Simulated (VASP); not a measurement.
# Si in VASP: further runs, part 2 of 2

VASP 6.6.1. The steps go on from the part before.

## 3. Electric field gradients, PBE

Input file INCAR:

```
SYSTEM = Si
ALGO = Normal
EDIFF = 1E-8
ENCUT = 520
GGA = PE
ISIF = 2
ISMEAR = -1
LASPH = .True.
LCHARG = .False.
LEFG = .True.
LREAL = .False.
LWAVE = .False.
NBANDS = 11
NELM = 100
PREC = Accurate
SIGMA = 0.05
```

Input file KPOINTS:

```
k-points
0
Gamma
  10 10 10
  0 0 0
```

Input file POSCAR:

```
Si
1.0
    0.0000000000      2.7144176166      2.7144176166
    2.7144176166      0.0000000000      2.7144176166
    2.7144176166      2.7144176166      0.0000000000
Si
2
Direct
   -0.1250000000     -0.1250000000     -0.1250000000
    0.1250000000      0.1250000000      0.1250000000
```

Potentials or basis: VASP PAW PBE potentials, release 64 (Si).

On the command line:

```console
> cat potpaw_PBE.64/Si/POTCAR > POTCAR
> mpirun -np 1 vasp_std > vasp.out
```

OUTCAR:

```text
SYSTEM = Si
   EDIFF = 1E-8
   ENCUT = 520
   GGA = PE
   ISIF = 2
   ISMEAR = -1
   LASPH = .True.
   LREAL = .False.
   NELM = 100
   PREC = Accurate

 ion  position               nearest neighbor table
   1  0.875  0.875  0.875-   2 2.35   2 2.35   2 2.35   2 2.35
   2  0.125  0.125  0.125-   1 2.35   1 2.35   1 2.35   1 2.35

  LATTYP: Found a face centered cubic cell.
 ALAT       =     5.4288352332

  Lattice vectors:

 A1 = (   0.0000000000,   2.7144176166,   2.7144176166)
 A2 = (   2.7144176166,   0.0000000000,   2.7144176166)
 A3 = (   2.7144176166,   2.7144176166,   0.0000000000)

Analysis of symmetry for initial positions (statically):
=====================================================================
 Subroutine PRICEL returns:
 Original cell was already a primitive cell.

 Routine SETGRP: Setting up the symmetry group for a
 face centered cubic supercell.

 Subroutine GETGRP returns: Found 48 space group operations
 (whereof 12 operations were pure point group operations)
 out of a pool of 48 trial point group operations.

The static configuration has the point symmetry D_3d.
 The point group associated with its full space group is O_h .

Analysis of symmetry for dynamics (positions and initial velocities):
=====================================================================
 Subroutine PRICEL returns:
 Original cell was already a primitive cell.

 Routine SETGRP: Setting up the symmetry group for a
 face centered cubic supercell.

 Subroutine GETGRP returns: Found 48 space group operations
 (whereof 12 operations were pure point group operations)
 out of a pool of 48 trial point group operations.

The dynamic configuration has the point symmetry D_3d.
 The point group associated with its full space group is O_h .

 Subroutine INISYM returns: Found 48 space group operations
 (whereof 12 operations are pure point group operations),
 and found     1 'primitive' translations

----------------------------------------------------------------------------------------

                                     Primitive cell

  volume of cell :      40.0000

  direct lattice vectors                    reciprocal lattice vectors
     0.000000000  2.714417617  2.714417617    -0.184201575  0.184201575  0.184201575
     2.714417617  0.000000000  2.714417617     0.184201575 -0.184201575  0.184201575
     2.714417617  2.714417617  0.000000000     0.184201575  0.184201575 -0.184201575

  length of vectors
     3.838766207  3.838766207  3.838766207     0.319046487  0.319046487  0.319046487

  position of ions in fractional coordinates (direct lattice)
     0.875000000  0.875000000  0.875000000
     0.125000000  0.125000000  0.125000000

  ion indices of the primitive-cell ions
   primitive index   ion index
                 1           1
                 2           2

----------------------------------------------------------------------------------------

 KPOINTS: k-points

Automatic generation of k-mesh.
 Grid dimensions read from file:
 generate k-points for:   10   10   10

 Generating k-lattice:
[... 79 lines left out ...]
   IALGO  =     38    algorithm
   IMIX   =      4    mixing-type and parameters
     AMIX     =   0.40;   BMIX     =  1.00
     AMIX_MAG =   1.60;   BMIX_MAG =  1.00
  volume/ion in A,a.u.               =      20.00       134.97
  Fermi-wavevector in a.u.,A,eV,Ry     =   0.957381  1.809188 12.470807  0.916578
  Thomas-Fermi vector in A             =   2.086394
   LORBIT       =      0    0 simple, 1 ext, 2 COOP (PROOUT), +10 PAW based schemes
   GGA     = PE    functional components
   LHFCALC =     F    Hartree Fock is set to
   AEXX    =    0.0000 exact exchange contribution
   IVDW    =     0    specifies the selected vdW correction
   LEPSILON=     F    determine dielectric tensor
   LRPA    =     F    only Hartree local field effects (RPA)
 non-spin polarized calculation
  energy-cutoff  :      520.00
  volume of cell :       40.00
 maximum number of plane-waves:      1091
 NGX is ok and might be reduce to    30
   NGX = 15   NGY = 15   NGZ = 15

 number of electron       8.0000000 magnetization

 Free energy of the ion-electron system (eV)
  ---------------------------------------------------
  ext. energy  EPLUGINS =         0.00000000
  ---------------------------------------------------
  free energy    TOTEN  =       -10.84363044 eV

  energy without entropy =      -10.84360858  energy(sigma->0) =      -10.84361951

 E-fermi :   6.1113     XC(G=0):  -9.4130

 val. band max:        5.8364056094   @ k =   0.0000   0.0000   0.0000
 cond. band min:       6.4164810136   @ k =   0.4000   0.4000   0.0000
 fundamental gap:      0.5800754042
 Fermi energy:         6.1112763629

 k-point     1 :       0.0000    0.0000    0.0000
  band No.  band energies     occupation
      1      -6.1281      2.00000
      2       5.8364      1.99184
      3       5.8364      1.99184
      4       5.8364      1.99184
      5       8.4025      0.00000
      6       8.4025      0.00000
      7       8.4025      0.00000
      8       9.2222      0.00000
      9      13.5569      0.00000
     10      13.5569      0.00000
     11      13.8008      0.00000
[... 309 lines left out ...]
 k-point    24 :       0.4000    0.3000    0.0000
  band No.  band energies     occupation
      1      -3.9638      2.00000
      2       0.4173      2.00000
      3       2.9805      2.00000
      4       3.4025      2.00000
      5       6.8864      0.00000
      6       8.0810      0.00000
      7      12.7988      0.00000
      8      12.9122      0.00000
      9      16.3104      0.00000
     10      16.6242      0.00000
     11      18.0064      0.00000

 [... further k-points ...]

------------------------ aborting loop because EDIFF is reached ----------------------------------------

  FORCE on cell =-STRESS in cart. coord.  units (eV):
  Direction    XX          YY          ZZ          XY          YZ          ZX
  --------------------------------------------------------------------------------------
  -------------------------------------------------------------------------------------
  Total        0.5095128      0.5095128      0.5095128      0.0000000      0.0000000      0.0000000
  in kB       20.4082460     20.4082460     20.4082460      0.0000000      0.0000000      0.0000000
  external PRESSURE =      20.4082460 kB  Pullay stress =       0.0000000 kB

 VOLUME and BASIS-vectors are now :
 -----------------------------------------------------------------------------
  energy-cutoff  :      520.00
  volume of cell :       40.00
      direct lattice vectors                 reciprocal lattice vectors
     0.000000000  2.714417617  2.714417617    -0.184201575  0.184201575  0.184201575
     2.714417617  0.000000000  2.714417617     0.184201575 -0.184201575  0.184201575
     2.714417617  2.714417617  0.000000000     0.184201575  0.184201575 -0.184201575

 POSITION                                       TOTAL-FORCE (eV/Angst)
 -----------------------------------------------------------------------------------
      4.75023      4.75023      4.75023         0.000000      0.000000      0.000000
      0.67860      0.67860      0.67860        -0.000000     -0.000000     -0.000000
 -----------------------------------------------------------------------------------
    total drift:                               -0.000000      0.000000      0.000000

  FREE ENERGIE OF THE ION-ELECTRON SYSTEM (eV)
  ---------------------------------------------------
  free  energy   TOTEN  =       -10.8436304350 eV

  energy  without entropy=      -10.8436085790  energy(sigma->0) =      -10.84361951

 Electric field gradients (V/A^2)
---------------------------------------------------------------------
 ion       V_xx      V_yy      V_zz      V_xy      V_xz      V_yz
---------------------------------------------------------------------
   1      -0.000     0.000     0.000    -0.000    -0.000    -0.000
   2      -0.000     0.000     0.000    -0.000    -0.000    -0.000
---------------------------------------------------------------------

 Electric field gradients after diagonalization (V/A^2)
 (convention: |V_zz| > |V_xx| > |V_yy|)
----------------------------------------------------------------------
 ion       V_xx      V_yy      V_zz     asymmetry (V_yy - V_xx)/ V_zz
----------------------------------------------------------------------
   1       0.000     0.000    -0.000       0.000
   2       0.000     0.000    -0.000       0.000
----------------------------------------------------------------------

           NMR quadrupolar parameters

 Cq : quadrupolar parameter    Cq=e*Q*V_zz/h
 eta: asymmetry parameters     (V_yy - V_xx)/ V_zz
 Q  : nuclear electric quadrupole moment in mb (millibarn)
----------------------------------------------------------------------
 ion       Cq(MHz)       eta       Q (mb)
----------------------------------------------------------------------
   1      -0.000       0.000       1.000
   2      -0.000       0.000       1.000
----------------------------------------------------------------------
```

OSZICAR:

```text
N       E                     dE             d eps       ncg     rms          rms(c)
DAV:   1     0.438959137230E+01    0.43896E+01   -0.31017E+03  1034   0.577E+02
DAV:   2    -0.106038612525E+02   -0.14993E+02   -0.14478E+02  1370   0.807E+01
DAV:   3    -0.110213509062E+02   -0.41749E+00   -0.41663E+00  1352   0.112E+01
DAV:   4    -0.110244103534E+02   -0.30594E-02   -0.30591E-02  1234   0.120E+00
DAV:   5    -0.110244414959E+02   -0.31142E-04   -0.31142E-04  1319   0.112E-01    0.489E+00
DAV:   6    -0.108992198819E+02    0.12522E+00   -0.71722E-02  1181   0.110E+00    0.298E+00
DAV:   7    -0.108421496100E+02    0.57070E-01   -0.13778E-01  1168   0.164E+00    0.185E-01
DAV:   8    -0.108434018143E+02   -0.12522E-02   -0.60169E-03  1172   0.418E-01    0.812E-02
DAV:   9    -0.108436042669E+02   -0.20245E-03   -0.19283E-04  1249   0.854E-02    0.598E-02
DAV:  10    -0.108436297393E+02   -0.25472E-04   -0.22262E-05  1231   0.271E-02    0.585E-03
DAV:  11    -0.108436302521E+02   -0.51279E-06   -0.20027E-06  1266   0.737E-03    0.323E-03
DAV:  12    -0.108436303894E+02   -0.13728E-06   -0.43893E-07  1181   0.414E-03    0.188E-03
DAV:  13    -0.108436304277E+02   -0.38306E-07   -0.46818E-09  1209   0.443E-04    0.221E-04
DAV:  14    -0.108436304350E+02   -0.73446E-08   -0.51233E-10   703   0.153E-04
   1 F= -.10843630E+02 E0= -.10843620E+02  d E =-.218560E-04
```

stdout:

```text
POSCAR found type information on POSCAR Si
 POSCAR found :  1 types and       2 ions
 scaLAPACK will be used
 LDA part: xc-table for (Slater+PW92), standard interpolation
 POSCAR, INCAR and KPOINTS ok, starting setup
 FFT: planning ... GRIDC
 FFT: planning ... GRID_SOFT
 FFT: planning ... GRID
 WAVECAR not read
 entering main loop
ion   1

ion   2
```

Wall time 27 s (1 thread of AMD EPYC 7R13, shared host); peak memory 0.13 GiB.

Results:

```yaml
Free_energy: -10.8436 eV
Pressure: 2.0 GPa
Band_gap_on_the_k_mesh: 0.58 eV (least direct gap 2.57 eV)
Largest_electric_field_gradient_by_atom: zero within the noise of the run
```

## 4. Electric field gradients, PBE (shortest bond scaled by 0.94)

Input file INCAR:

```
SYSTEM = Si
ALGO = Normal ; EDIFF = 1E-8
ENCUT = 520 ; GGA = PE
ISIF = 2 ; ISMEAR = -1
LASPH = .True. ; LCHARG = .False.
LEFG = .True. ; LREAL = .False.
LWAVE = .False. ; NBANDS = 11
NELM = 80 ; PREC = Accurate
SIGMA = 0.05
```

KPOINTS is that of step 3.

Input file POSCAR:

```
Si
1.0
    0.0000000000      2.7144176166      2.7144176166
    2.7144176166      0.0000000000      2.7144176166
    2.7144176166      2.7144176166      0.0000000000
Si
2
Direct
   -0.1475000000     -0.1175000000     -0.1175000000
    0.1475000000      0.1175000000      0.1175000000
```

Potentials or basis: VASP PAW PBE potentials, release 64 (Si).

On the command line:

```console
> cat potpaw_PBE.64/Si/POTCAR > POTCAR
> mpirun -np 1 vasp_std > vasp.out
```

OUTCAR:

```text
SYSTEM = Si
   EDIFF = 1E-8
   ENCUT = 520
   GGA = PE
   ISIF = 2
   ISMEAR = -1
   LASPH = .True.
   LREAL = .False.
   NELM = 80
   PREC = Accurate

 ion  position               nearest neighbor table
   1  0.852  0.883  0.883-   2 2.21   2 2.40   2 2.40   2 2.40
   2  0.148  0.117  0.117-   1 2.21   1 2.40   1 2.40   1 2.40

  LATTYP: Found a face centered cubic cell.
 ALAT       =     5.4288352332

  Lattice vectors:

 A1 = (   0.0000000000,   2.7144176166,   2.7144176166)
 A2 = (   2.7144176166,   0.0000000000,   2.7144176166)
 A3 = (   2.7144176166,   2.7144176166,   0.0000000000)

Analysis of symmetry for initial positions (statically):
=====================================================================
 Subroutine PRICEL returns:
 Original cell was already a primitive cell.

 Routine SETGRP: Setting up the symmetry group for a
 face centered cubic supercell.

 Subroutine GETGRP returns: Found 12 space group operations
 (whereof  4 operations were pure point group operations)
 out of a pool of 48 trial point group operations.

The static configuration has the point symmetry C_2h.
 The point group associated with its full space group is D_3d.

Analysis of symmetry for dynamics (positions and initial velocities):
=====================================================================
 Subroutine PRICEL returns:
 Original cell was already a primitive cell.

 Routine SETGRP: Setting up the symmetry group for a
 face centered cubic supercell.

 Subroutine GETGRP returns: Found 12 space group operations
 (whereof  4 operations were pure point group operations)
 out of a pool of 48 trial point group operations.

[... 481 lines left out ...]
      2      -0.7865      2.00000
      3       3.4701      2.00000
      4       4.6986      2.00000
      5       7.9486      0.00000
      6       9.1484      0.00000
      7       9.3856      0.00000
      8      13.4977      0.00000
      9      14.8857      0.00000
     10      16.5084      0.00000
     11      17.2074      0.00000

 [... further k-points ...]

------------------------ aborting loop because EDIFF is reached ----------------------------------------

  FORCE on cell =-STRESS in cart. coord.  units (eV):
  Direction    XX          YY          ZZ          XY          YZ          ZX
  --------------------------------------------------------------------------------------
  -------------------------------------------------------------------------------------
  Total        0.7217190      0.7217190      0.7217190     -0.9801618      0.9801618     -0.9801618
  in kB       28.9080462     28.9080462     28.9080462    -39.2598266     39.2598266    -39.2598266
  external PRESSURE =      28.9080462 kB  Pullay stress =       0.0000000 kB

 VOLUME and BASIS-vectors are now :
 -----------------------------------------------------------------------------
  energy-cutoff  :      520.00
  volume of cell :       40.00
      direct lattice vectors                 reciprocal lattice vectors
     0.000000000  2.714417617  2.714417617    -0.184201575  0.184201575  0.184201575
     2.714417617  0.000000000  2.714417617     0.184201575 -0.184201575  0.184201575
     2.714417617  2.714417617  0.000000000     0.184201575  0.184201575 -0.184201575

 POSITION                                       TOTAL-FORCE (eV/Angst)
 -----------------------------------------------------------------------------------
      4.79095      4.70951      4.70951        -1.351289      1.351289      1.351289
      0.63789      0.71932      0.71932         1.351289     -1.351289     -1.351289
 -----------------------------------------------------------------------------------
    total drift:                               -0.000000      0.000000      0.000000

  FREE ENERGIE OF THE ION-ELECTRON SYSTEM (eV)
  ---------------------------------------------------
  free  energy   TOTEN  =       -10.6884441581 eV

  energy  without entropy=      -10.6877004429  energy(sigma->0) =      -10.68807230

 Electric field gradients (V/A^2)
---------------------------------------------------------------------
 ion       V_xx      V_yy      V_zz      V_xy      V_xz      V_yz
---------------------------------------------------------------------
   1       0.000    -0.000    -0.000     8.713     8.713    -8.713
   2       0.000    -0.000    -0.000     8.713     8.713    -8.713
---------------------------------------------------------------------

 Electric field gradients after diagonalization (V/A^2)
 (convention: |V_zz| > |V_xx| > |V_yy|)
----------------------------------------------------------------------
 ion       V_xx      V_yy      V_zz     asymmetry (V_yy - V_xx)/ V_zz
----------------------------------------------------------------------
   1       8.713     8.713   -17.425       0.000
   2       8.713     8.713   -17.425       0.000
----------------------------------------------------------------------

           NMR quadrupolar parameters

 Cq : quadrupolar parameter    Cq=e*Q*V_zz/h
 eta: asymmetry parameters     (V_yy - V_xx)/ V_zz
 Q  : nuclear electric quadrupole moment in mb (millibarn)
----------------------------------------------------------------------
 ion       Cq(MHz)       eta       Q (mb)
----------------------------------------------------------------------
   1      -0.042       0.000       1.000
   2      -0.042       0.000       1.000
----------------------------------------------------------------------
```

OSZICAR:

```text
N       E                     dE             d eps       ncg     rms          rms(c)
DAV:   1     0.472435653648E+01    0.47244E+01   -0.31788E+03  2552   0.587E+02
DAV:   2    -0.104482458281E+02   -0.15173E+02   -0.14577E+02  3376   0.790E+01
DAV:   3    -0.108709542226E+02   -0.42271E+00   -0.42182E+00  3232   0.116E+01
DAV:   4    -0.108741215441E+02   -0.31673E-02   -0.31668E-02  3001   0.126E+00
DAV:   5    -0.108741548214E+02   -0.33277E-04   -0.33277E-04  3286   0.120E-01    0.494E+00
DAV:   6    -0.107450381119E+02    0.12912E+00   -0.74204E-02  2930   0.114E+00    0.300E+00
DAV:   7    -0.106870368826E+02    0.58001E-01   -0.14170E-01  2936   0.168E+00    0.197E-01
DAV:   8    -0.106882414642E+02   -0.12046E-02   -0.67994E-03  2897   0.460E-01    0.943E-02
DAV:   9    -0.106884072965E+02   -0.16583E-03   -0.17677E-04  3259   0.849E-02    0.645E-02
DAV:  10    -0.106884426670E+02   -0.35370E-04   -0.34334E-05  2951   0.321E-02    0.926E-03
DAV:  11    -0.106884438492E+02   -0.11822E-05   -0.43004E-06  3100   0.107E-02    0.528E-03
DAV:  12    -0.106884441695E+02   -0.32034E-06   -0.34608E-07  2991   0.365E-03    0.136E-03
DAV:  13    -0.106884441623E+02    0.72652E-08   -0.10500E-07  2989   0.178E-03    0.520E-04
DAV:  14    -0.106884441581E+02    0.41239E-08   -0.61045E-09  2760   0.513E-04
   1 F= -.10688444E+02 E0= -.10688072E+02  d E =-.743715E-03
```

Wall time 93 s (1 thread of AMD EPYC 7R13, shared host); peak memory 0.15 GiB.

Results:

* Free energy: -10.6884 eV
* Pressure: 2.9 GPa
* Largest force: 2.341 eV/Å
* Largest electric field gradient by atom: Si -17.4 V/Å²

Forces in eV/Å, atoms in the order of the input:
```
Si  -1.351  1.351  1.351
Si   1.351 -1.351 -1.351
```

Electric field gradients, principal values (V/Å²):
```
atom  least  middle  greatest (by size)
1 Si  8.713   8.713             -17.425
2 Si  8.713   8.713             -17.425
```

Caveat: the cell differs from its parent crystal (shortest bond scaled by 0.94); without QUAD_EFG the Cq values of the log hold for a quadrupole moment of 1 mb, not for the nuclei; forces of over 1 eV/Å act on the atoms, so gaps and moduli don't describe the material at rest.
